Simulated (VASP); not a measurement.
Wanted: the native input for a VASP 6.6.1 run.

```yaml
Task: single point
Functional: PBEsol
Potentials_or_basis: VASP PAW PBE potentials, release 64 (Be)
Cutoff: 520 eV
k_mesh: 24 × 24 × 14
Occupations: gaussian, width 0.15 eV
Spin: no spin polarisation
Dipole_correction: no
Further_INCAR_settings: ALGO = Normal; EDIFF = 1e-06; NBANDS = 9
```

The structure of Be lies in POSCAR:

```
Be
1.0
    2.3569895345      0.0000000000      0.0000000000
   -1.1784947673      2.0412128133      0.0000000000
    0.0000000000      0.0000000000      3.4208550000
Be
2
Direct
    0.3333333333      0.6666666667      0.2500000000
    0.6666666667      0.3333333333      0.7500000000
```

This cell differs from its parent crystal: strain +0.025 along x and y, -0.050 along z.

The input as run:

INCAR

```
PREC     = Accurate       # precision mode
ENCUT    = 520            # plane-wave cutoff, eV
EDIFF    = 1E-6           # SCF threshold, eV
ISMEAR   = 0              # smearing method
SIGMA    = 0.15           # smearing width, eV
LREAL    = False          # projectors in reciprocal space
LASPH    = True           # aspherical terms in the spheres
NELM     = 80             # most SCF steps
ALGO     = Normal         # electronic algorithm
ISIF     = 2              # what is computed and relaxed
LWAVE    = False          # write WAVECAR
LCHARG   = False          # write CHGCAR
GGA      = PS             # functional
NBANDS   = 9              # bands
```

KPOINTS

```
Automatic mesh
0
Gamma
  24 24 14
```

Potentials or basis: VASP PAW PBE potentials, release 64 (Be).

Launch:

```bash
$ cat potpaw_PBE.64/Be/POTCAR > POTCAR
$ mpirun -np 1 vasp_std > vasp.out
```

Results of the run:

* Pressure: -3.7 GPa
* Band gap on the k mesh: zero (band 2 reaches 7.65 eV, above the bottom of band 3 at 5.21 eV)

Caveat: the cell differs from its parent crystal (strain +0.025 along x and y, -0.050 along z); the PAW data sets were made with another functional, which shifts forces and pressure a little.

Wall time 19 s on 1 thread of AMD EPYC 9R45 96-Core Processor (Zen 5) (shared host), peak memory 0.14 GiB.
